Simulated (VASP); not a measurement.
# EuS (rocksalt type) (Fm-3m) in VASP: settings compared

Aim: see how the results for EuS (rocksalt type) move with the level of theory and the settings. Levels: PBEsol, PBE. Tasks: single point.

Program: VASP 6.6.1. These are calculated values, not measurements. Logs are shortened: lines on timing, memory, paths and dates and some standing lists are left out, and cuts for length are marked.

**1. The cell of the first run**

The structure is cubic, space group Fm-3m (No. 225). Conventional cell: a = 5.848 Å, b = 5.848 Å, c = 5.848 Å, α = 90.00°, β = 90.00°, γ = 90.00°. Eu (site symmetry m-3m) has 6 S at 2.92 Å within 3.9 Å. Within 3.9 Å of S (site symmetry m-3m) lie 6 Eu at 2.92 Å.

**2. Single point, PBEsol, collinear spin, ferromagnetic start**

File INCAR:

```
SYSTEM = EuS
  PREC = Accurate
  ENCUT = 600
  EDIFF = 1E-6
  ISMEAR = 1
  SIGMA = 0.005
  LREAL = .False.
  LASPH = .True.
  NELM = 200
  ALGO = Normal
  ISIF = 2
  LWAVE = .False.
  LCHARG = .False.
  ISPIN = 2
  MAGMOM = 7 0
  LORBIT = 11
  LMAXMIX = 6
  GGA = PS
  NBANDS = 22
  GGA_COMPAT = .False.
```

File KPOINTS:

```
regular mesh
0
Gamma
  10 10 10
  0 0 0
```

File POSCAR:

```
EuS
1.0
    0.0000000000      2.9242242605      2.9242242605
    2.9242242605      0.0000000000      2.9242242605
    2.9242242605      2.9242242605      0.0000000000
Eu S
1 1
Direct
    0.0000000000      0.0000000000      0.0000000000
    0.5000000000      0.5000000000      0.5000000000
```

Potentials or basis: VASP PAW PBE potentials, release 64 (Eu, S).

Launch:

```bash
$ cat potpaw_PBE.64/Eu/POTCAR potpaw_PBE.64/S/POTCAR > POTCAR
$ mpirun -np 1 vasp_std > vasp.out
```

OUTCAR:

```text
SYSTEM = EuS
   PREC = Accurate
   ENCUT = 600
   EDIFF = 1E-6
   ISMEAR = 1
   LREAL = .False.
   LASPH = .True.
   NELM = 200
   ISIF = 2
   ISPIN = 2
   LORBIT = 11
   GGA = PS

 ion  position               nearest neighbor table
   1  0.000  0.000  0.000-   2 2.92   2 2.92   2 2.92   2 2.92   2 2.92   2 2.92
   2  0.500  0.500  0.500-   1 2.92   1 2.92   1 2.92   1 2.92   1 2.92   1 2.92

  LATTYP: Found a face centered cubic cell.
 ALAT       =     5.8484485210

  Lattice vectors:

 A1 = (   0.0000000000,   2.9242242605,   2.9242242605)
 A2 = (   2.9242242605,   0.0000000000,   2.9242242605)
 A3 = (   2.9242242605,   2.9242242605,   0.0000000000)

Analysis of symmetry for initial positions (statically):
=====================================================================
 Subroutine PRICEL returns:
 Original cell was already a primitive cell.

 Routine SETGRP: Setting up the symmetry group for a
 face centered cubic supercell.

 Subroutine GETGRP returns: Found 48 space group operations
 (whereof 48 operations were pure point group operations)
 out of a pool of 48 trial point group operations.

The static configuration has the point symmetry O_h .

Analysis of symmetry for dynamics (positions and initial velocities):
=====================================================================
 Subroutine PRICEL returns:
 Original cell was already a primitive cell.

 Routine SETGRP: Setting up the symmetry group for a
 face centered cubic supercell.

 Subroutine GETGRP returns: Found 48 space group operations
 (whereof 48 operations were pure point group operations)
 out of a pool of 48 trial point group operations.

The dynamic configuration has the point symmetry O_h .

Analysis of structural, dynamic, and magnetic symmetry:
=====================================================================
 Subroutine PRICEL returns:
 Original cell was already a primitive cell.

 Routine SETGRP: Setting up the symmetry group for a
 face centered cubic supercell.

 Subroutine GETGRP returns: Found 48 space group operations
 (whereof 48 operations were pure point group operations)
 out of a pool of 48 trial point group operations.

The overall configuration has the point symmetry O_h .

 Subroutine INISYM returns: Found 48 space group operations
 (whereof 48 operations are pure point group operations),
 and found     1 'primitive' translations

----------------------------------------------------------------------------------------

                                     Primitive cell

  volume of cell :      50.0106

  direct lattice vectors                    reciprocal lattice vectors
     0.000000000  2.924224260  2.924224260    -0.170985518  0.170985518  0.170985518
     2.924224260  0.000000000  2.924224260     0.170985518 -0.170985518  0.170985518
     2.924224260  2.924224260  0.000000000     0.170985518  0.170985518 -0.170985518

  length of vectors
     4.135477609  4.135477609  4.135477609     0.296155605  0.296155605  0.296155605

  position of ions in fractional coordinates (direct lattice)
     0.000000000  0.000000000  0.000000000
     0.500000000  0.500000000  0.500000000

  ion indices of the primitive-cell ions
   primitive index   ion index
                 1           1
                 2           2

----------------------------------------------------------------------------------------

 KPOINTS: regular mesh

Automatic generation of k-mesh.
 Grid dimensions read from file:
 generate k-points for:   10   10   10

 Generating k-lattice:

  Cartesian coordinates                     Fractional coordinates (reciprocal lattice)
    -0.017098552  0.017098552  0.017098552     0.100000000  0.000000000  0.000000000
     0.017098552 -0.017098552  0.017098552     0.000000000  0.100000000  0.000000000
     0.017098552  0.017098552 -0.017098552     0.000000000  0.000000000  0.100000000

  Length of vectors
     0.029615560  0.029615560  0.029615560

  Shift w.r.t. Gamma in fractional coordinates (k-lattice)
     0.000000000  0.000000000  0.000000000

 Subroutine IBZKPT returns following result:
 ===========================================

 Found     47 irreducible k-points:

 Following reciprocal coordinates:
            Coordinates               Weight
  0.000000  0.000000  0.000000      1.000000
  0.100000  0.000000  0.000000      8.000000
  0.200000  0.000000  0.000000      8.000000
  0.300000  0.000000  0.000000      8.000000
  0.400000  0.000000  0.000000      8.000000
  0.500000  0.000000  0.000000      4.000000
[... 16 lines left out ...]
  0.300000  0.300000  0.000000      6.000000
  0.400000  0.300000  0.000000     24.000000
 [... further k-points ...]
   k-points           NKPTS =     47   k-points in BZ     NKDIM =     47   number of bands    NBANDS=     22
   number of dos      NEDOS =    301   number of ions     NIONS =      2
   total plane-waves  NPLWV =  46656
   dimension x,y,z NGX =    36 NGY =   36 NGZ =   36
   dimension x,y,z NGXF=    72 NGYF=   72 NGZF=   72
   ions per type =               1   1
   NGX,Y,Z   is equivalent  to a cutoff of  14.47, 14.47, 14.47 a.u.
   NGXF,Y,Z  is equivalent  to a cutoff of  28.94, 28.94, 28.94 a.u.
 SYSTEM =  EuS
   PREC   = accura    normal or accurate (medium, high low for compatibility)
   ISTART =      0    job   : 0-new  1-cont  2-samecut
   ICHARG =      2    charge: 1-file 2-atom 10-const
   ISPIN  =      2    spin polarized calculation?
   LNONCOLLINEAR =      F non collinear calculations
   LSORBIT =      F    spin-orbit coupling
   LASPH  =      T    aspherical Exc in radial PAW
   ENCUT  =  600.0 eV  44.10 Ry    6.64 a.u.   8.26  8.26  8.26*2*pi/ulx,y,z
   NELM   =    200;   NELMIN=  2; NELMDL= -5     # of ELM steps
   EDIFF  = 0.1E-05   stopping-criterion for ELM
   LREAL  =      F    real-space projection
   EDIFFG = 0.1E-04   stopping-criterion for IOM
   NSW    =      0    number of steps for IOM
   IBRION =     -1    ionic relax: 0-MD 1-quasi-New 2-CG
   NFREE  =      0    steps in history (QN), initial steepest desc. (CG)
   ISIF   =      2    stress and relaxation
   ISYM   =      2    0-nonsym 1-usesym 2-fastsym
   POTIM  = 0.5000    time-step for ionic-motion
   TEBEG  =    0.0;   TEEND  =   0.0 temperature during run
   PSTRESS=    0.0 pullay stress
   NELECT =      23.0000    total number of electrons
   NUPDOWN=      -1.0000    fix difference up-down
   EMIN   =  10.00;   EMAX   =-10.00  energy-range for DOS
   EFERMI =   0.00;   METHOD = LEGACY
   ISMEAR =     1;   SIGMA  =   0.01  broadening in eV -4-tet -1-fermi 0-gaus
   EFERMI_NEDOS =   21; number of points for ismear=-14 and -15
   IALGO  =     38    algorithm
   IMIX   =      4    mixing-type and parameters
     AMIX     =   0.40;   BMIX     =  1.00
     AMIX_MAG =   1.60;   BMIX_MAG =  1.00
  volume/ion in A,a.u.               =      25.01       168.74
  Fermi-wavevector in a.u.,A,eV,Ry     =   1.263660  2.387970 21.726267  1.596836
  Thomas-Fermi vector in A             =   2.397005
   LORBIT       =     11    0 simple, 1 ext, 2 COOP (PROOUT), +10 PAW based schemes
   GGA     = PS    functional components
   LHFCALC =     F    Hartree Fock is set to
   AEXX    =    0.0000 exact exchange contribution
   IVDW    =     0    specifies the selected vdW correction
   LEPSILON=     F    determine dielectric tensor
   LRPA    =     F    only Hartree local field effects (RPA)
 spin polarized calculation
 Methfessel and Paxton  Order N= 1 SIGMA  =   0.01
  energy-cutoff  :      600.00
  volume of cell :       50.01
 maximum number of plane-waves:      1695
 NGX is ok and might be reduce to    36
   NGX = 17   NGY = 17   NGZ = 17

 number of electron      23.0000003 magnetization       6.9493838

 Free energy of the ion-electron system (eV)
  ---------------------------------------------------
  ext. energy  EPLUGINS =         0.00000000
  ---------------------------------------------------
  free energy    TOTEN  =       -20.55373768 eV

  energy without entropy =      -20.55372036  energy(sigma->0) =      -20.55373191

 E-fermi :   4.4033     XC(G=0): -10.1005

 val. band max:        4.4023649476   @ k =   0.5000   0.4000   0.0000
 cond. band min:       4.4048895463   @ k =   0.2000   0.2000   0.0000
 fundamental gap:      0.0025245987
 Fermi energy:         4.4033031323

 spin component 1

 k-point     1 :       0.0000    0.0000    0.0000
  band No.  band energies     occupation
      1     -36.9589      1.00000
      2     -15.6457      1.00000
      3     -15.6457      1.00000
      4     -15.6457      1.00000
      5      -9.1072      1.00000
      6       1.6965      1.00000
[... 14 lines left out ...]
     21       6.3731      0.00000
     22      11.8779      0.00000
[... 552 lines left out ...]
  band No.  band energies     occupation
      1     -36.9405      1.00000
      2     -15.9101      1.00000
      3     -15.7445      1.00000
      4     -15.7335      1.00000
      5      -8.5674      1.00000
      6      -0.0616      1.00000
[... 14 lines left out ...]
     21      10.6655      0.00000
     22      11.7230      0.00000

 [... further k-points ...]

 spin component 2

 k-point     1 :       0.0000    0.0000    0.0000
  band No.  band energies     occupation
      1     -33.9213      1.00000
      2     -13.4008      1.00000
      3     -13.4008      1.00000
      4     -13.4008      1.00000
      5      -9.0833      1.00000
      6       1.8912      1.00000
[... 14 lines left out ...]
     21       9.1226      0.00000
     22      13.0470      0.00000
[... 552 lines left out ...]
  band No.  band energies     occupation
      1     -33.8960      1.00000
      2     -13.7790      1.00000
      3     -13.5321      1.00000
      4     -13.5164      1.00000
      5      -8.5319      1.00000
      6       0.2110      1.00000
[... 14 lines left out ...]
     21      11.5292      0.00000
     22      12.5107      0.00000

 [... further k-points ...]

------------------------ aborting loop because EDIFF is reached ----------------------------------------

  FORCE on cell =-STRESS in cart. coord.  units (eV):
  Direction    XX          YY          ZZ          XY          YZ          ZX
  --------------------------------------------------------------------------------------
  -------------------------------------------------------------------------------------
  Total       -1.1010156     -1.1010156     -1.1010156     -0.0000000      0.0000000     -0.0000000
  in kB      -35.2729695    -35.2729695    -35.2729695     -0.0000000      0.0000000     -0.0000000
  external PRESSURE =     -35.2729695 kB  Pullay stress =       0.0000000 kB

 VOLUME and BASIS-vectors are now :
 -----------------------------------------------------------------------------
  energy-cutoff  :      600.00
  volume of cell :       50.01
      direct lattice vectors                 reciprocal lattice vectors
     0.000000000  2.924224260  2.924224260    -0.170985518  0.170985518  0.170985518
     2.924224260  0.000000000  2.924224260     0.170985518 -0.170985518  0.170985518
     2.924224260  2.924224260  0.000000000     0.170985518  0.170985518 -0.170985518

 POSITION                                       TOTAL-FORCE (eV/Angst)
 -----------------------------------------------------------------------------------
      0.00000      0.00000      0.00000        -0.000000      0.000000      0.000000
      2.92422      2.92422      2.92422         0.000000     -0.000000     -0.000000
 -----------------------------------------------------------------------------------
    total drift:                               -0.000000      0.000000      0.000000

  FREE ENERGIE OF THE ION-ELECTRON SYSTEM (eV)
  ---------------------------------------------------
  free  energy   TOTEN  =       -20.5537376794 eV

  energy  without entropy=      -20.5537203646  energy(sigma->0) =      -20.55373191

 total charge

# of ion       s       p       d       f       tot
--------------------------------------------------
    1        2.026   5.726   0.351   6.615  14.717
    2        1.311   2.416   0.000   0.000   3.728
--------------------------------------------------
tot          3.337   8.142   0.351   6.615  18.444

 magnetization (x)

# of ion       s       p       d       f       tot
--------------------------------------------------
    1       -0.012  -0.099   0.100   6.578   6.568
    2       -0.008  -0.069   0.000   0.000  -0.077
--------------------------------------------------
tot         -0.019  -0.168   0.100   6.578   6.491
```

It took 5.8 min on 1 thread of Oxide Virtual Turin-like, shared host; peak memory 0.28 GiB.

Results:

| Item | Value |
| --- | --- |
| Free energy | -20.5537 eV |
| Pressure | -3.5 GPa |
| Net moment | 6.95 μB per cell |
| Site moments | Eu +6.57; S -0.08 μB |
| Valence electrons inside the program's atomic spheres | Eu 14.72; S 3.73 |

Levels at points of the mesh, in eV from the Fermi level:
Spin up:
| k point | band 11 | band 12 | band 13 | band 14 | band 15 | band 16 | band 17 | band 18 | band 19 | band 20 |
| --- | --- | --- | --- | --- | --- | --- | --- | --- | --- | --- |
| (0.00, 0.00, 0.00) | -0.20 | -0.20 | 0.17 | 0.17 | 0.17 | 1.04 | 1.04 | 1.04 | 1.08 | 1.97 |
| (0.50, 0.00, 0.00) | -0.35 | -0.25 | -0.25 | -0.21 | -0.20 | 3.09 | 3.43 | 3.83 | 3.83 | 6.95 |
| (0.50, 0.50, 0.00) | -0.29 | -0.27 | -0.27 | -0.22 | -0.01 | -0.01 | 3.20 | 3.51 | 4.84 | 4.95 |
Spin down:
| k point | band 5 | band 6 | band 7 | band 8 | band 9 | band 10 | band 11 | band 12 |
| --- | --- | --- | --- | --- | --- | --- | --- | --- |
| (0.00, 0.00, 0.00) | -13.49 | -2.51 | -2.51 | -2.51 | 1.70 | 1.81 | 1.81 | 1.81 |
| (0.50, 0.00, 0.00) | -12.34 | -5.24 | -3.77 | -3.77 | 2.87 | 4.03 | 4.03 | 4.23 |
| (0.50, 0.50, 0.00) | -13.12 | -3.66 | -2.86 | -2.86 | -0.30 | 4.06 | 4.20 | 4.23 |

Caveat: the cell stands under tension; the PAW data sets were made with another functional, which shifts forces and pressure a little; spin-orbit coupling is left out, which moves the levels of the heavy elements; a cell with one magnetic atom can't hold antiferromagnetic order, which such compounds often take; semilocal functionals describe open f shells poorly, which spoils levels, moments and volumes. With open d or f shells a metallic result of PBEsol can be an artefact of self-interaction; +U or a hybrid may open a gap.

**3. Single point, PBE, collinear spin, ferromagnetic start (24.01 Å³/atom)**

This run uses another cell than the first one, of 24.01 Å³/atom.

File INCAR:

```
PREC     = Accurate       # precision mode
ENCUT    = 600            # plane-wave cutoff, eV
EDIFF    = 1E-6           # SCF threshold, eV
ISMEAR   = -1             # smearing method
SIGMA    = 0.08           # smearing width, eV
LREAL    = F              # projectors in reciprocal space
LASPH    = T              # aspherical terms in the spheres
NELM     = 200            # most SCF steps
ALGO     = Normal         # electronic algorithm
ISIF     = 2              # what is computed and relaxed
LWAVE    = F              # write WAVECAR
LCHARG   = F              # write CHGCAR
ISPIN    = 2              # spin polarisation
MAGMOM   = 7 0            # initial moments
LORBIT   = 11             # projections on sites
LMAXMIX  = 6              # l up to which the mixer works
GGA      = PE             # functional
NBANDS   = 22             # bands
GGA_COMPAT= F
```

File KPOINTS:

```
Automatic mesh
0
Gamma
  10 10 10
```

File POSCAR:

```
EuS
1.0
    0.0000000000      2.8847028751      2.8847028751
    2.8847028751      0.0000000000      2.8847028751
    2.8847028751      2.8847028751      0.0000000000
Eu S
1 1
Direct
    0.0000000000      0.0000000000      0.0000000000
    0.5000000000      0.5000000000      0.5000000000
```

Potentials or basis: VASP PAW PBE potentials, release 64 (Eu, S).

Launch:

```bash
$ cat potpaw_PBE.64/Eu/POTCAR potpaw_PBE.64/S/POTCAR > POTCAR
$ mpirun -np 1 vasp_std > vasp.out
```

Run time: 7.5 min. Hardware: 1 thread of Oxide Virtual Turin-like, shared host; peak memory 0.28 GiB.

It converged, with:

```
Free energy                                           : -19.9292 eV
Pressure                                              : 2.1 GPa
Net moment                                            : 6.92 μB per cell
Site moments                                          : Eu +6.54; S -0.07 μB
Valence electrons inside the program's atomic spheres : Eu 14.77; S 3.78
```

Levels at points of the mesh, in eV from the Fermi level:
Spin up:
| k point | band 12 | band 13 | band 14 | band 15 | band 16 | band 17 | band 18 | band 19 |
| --- | --- | --- | --- | --- | --- | --- | --- | --- |
| (0.00, 0.00, 0.00) | -0.35 | 0.06 | 0.06 | 0.06 | 0.95 | 0.95 | 0.95 | 1.32 |
| (0.50, 0.00, 0.00) | -0.40 | -0.40 | -0.36 | -0.35 | 3.19 | 3.48 | 3.88 | 3.88 |
| (0.50, 0.50, 0.00) | -0.42 | -0.42 | -0.37 | -0.13 | -0.13 | 3.17 | 3.74 | 4.99 |
Spin down:
```csv
k point,band 5,band 6,band 7,band 8,band 9,band 10,band 11,band 12
"(0.00, 0.00, 0.00)",-13.74,-2.66,-2.66,-2.66,1.72,1.72,1.72,1.96
"(0.50, 0.00, 0.00)",-12.47,-5.46,-3.99,-3.99,2.86,3.94,3.94,4.29
"(0.50, 0.50, 0.00)",-13.36,-3.77,-2.99,-2.99,-0.45,4.03,4.13,4.21
```

Caveat: spin-orbit coupling is left out, which moves the levels of the heavy elements; a cell with one magnetic atom can't hold antiferromagnetic order, which such compounds often take; semilocal functionals describe open f shells poorly, which spoils levels, moments and volumes. With open d or f shells a metallic result of PBE can be an artefact of self-interaction; +U or a hybrid may open a gap.

(Part 1 of 2 ends here.)
